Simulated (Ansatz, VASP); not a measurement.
LiRh2 in VASP and in Ansatz

INCAR

```
SYSTEM = LiRh2
PREC = Accurate
ENCUT = 600
EDIFF = 1E-6
ISMEAR = 0
SIGMA = 0.1
LREAL = .FALSE.
LASPH = .TRUE.
NELM = 100
ALGO = Fast
ISIF = 3
LWAVE = .FALSE.
LCHARG = .FALSE.
GGA = PE
IBRION = 2
NSW = 100
EDIFFG = -0.01
```

File KPOINTS:

```
Automatic mesh
0
G
  18 18 8
  0 0 0
```

POSCAR

```
LiRh2
1.0
    2.6991055984      0.0000000000      0.0000000000
   -1.3495527992      2.3374940157      0.0000000000
    0.0000000000      0.0000000000      6.6426383741
Li Rh
1 2
Direct
    0.0000000000      0.0000000000      0.5000000000
    0.3333333333      0.6666666667      0.8369800355
    0.6666666667      0.3333333333      0.1630199645
```

Input for Ansatz:

```yaml
crystal:
  lattice:
    - [2.6991055984, 0.0, 0.0]
    - [-1.3495527992, 2.3374940157, 0.0]
    - [0.0, 0.0, 6.6426383741]
  atoms:
    - { symbol: Li, position: [0.0, 0.0, 0.5] }
    - { symbol: Rh, position: [0.3333333333, 0.6666666667, 0.8369800355] }
    - { symbol: Rh, position: [0.6666666667, 0.3333333333, 0.1630199645] }
basis:
  ecutwfc: 420
kpoints:
  mp_grid: { grid: [18, 18, 8] }
hamiltonian:
  xc: pbe
scf:
  occupations: { method: gaussian, width: 0.1 }
output:
  forces: true
  stress: true
  eigenvalues: true
relax:
  adjacent_minimum: "off"
  f_tol: 0.01
  max_steps: 80
  cell: { stress_tol: 0.05 }
```

Alike in both runs: task relaxation of cell and atoms; functional PBE; k mesh 18 × 18 × 8; occupations gaussian, width 0.1 eV; no spin polarisation.

|  | VASP | Ansatz |
| --- | --- | --- |
| version | VASP 6.6.1 | Ansatz 0.2.0 |
| potentials or method | VASP PAW PBE potentials, release 64 (Li_sv, Rh_pv), cutoff 600 eV | scalar-relativistic, plane waves, PAW |
| valence electrons in the cell | 33 | 37 |

|  | VASP | Ansatz | Ansatz less VASP |
| --- | --- | --- | --- |
| gap on the k mesh at the Fermi level, each at its own relaxed structure (eV) | none | none | - |
| relaxed volume (Å³/atom) | 13.90 | 13.92 | +0.021 |
| relaxed length of the cell vector where the two differ most in proportion (Å) | 6.656 | 6.662 | +0.0067 |

A gap of «none» marks a metal or a gap that the smearing closes. VASP's potentials hold 33 valence electrons a cell and Ansatz's 37, so a difference there can come from the potentials and not from the codes.

Noted on VASP's run: the cutoff is under 1.25 times that of the potentials, so the pressure is a little rough.
